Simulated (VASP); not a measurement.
Input of a VASP 6.6.1 run:

INCAR

```
SYSTEM = Al
PREC = Accurate
ENCUT = 500
EDIFF = 1E-6
ISMEAR = 1
SIGMA = 0.05
LREAL = .FALSE.
LASPH = .TRUE.
NELM = 120
ALGO = Normal
ISIF = 2
LWAVE = .FALSE.
LCHARG = .TRUE.
GGA = PE
IVDW = 12
LELF = .TRUE.
LVHAR = .TRUE.
NBANDS = 8
GGA_COMPAT = .FALSE.
```

Contents of KPOINTS:

```
regular mesh
0
G
  12 12 12
  0 0 0
```

Contents of POSCAR:

```
Al
1.0
    0.0000000000      2.0774207080      2.0774207080
    2.0774207080      0.0000000000      2.0774207080
    2.0774207080      2.0774207080      0.0000000000
Al
1
Direct
    0.0000000000      0.0000000000      0.0000000000
```

Potentials or basis: VASP PAW PBE potentials, release 64 (Al).

Launch:

```sh
$ cat potpaw_PBE.64/Al/POTCAR > POTCAR
$ mpirun -np 1 vasp_std > vasp.out
```

Predict the pressure.

-8.3 GPa.

What does it give for the dispersion energy per atom?

-0.309 eV.

Caveat: three body term missing; pairwise dispersion overbinds metals, which lowers pressure and volume.
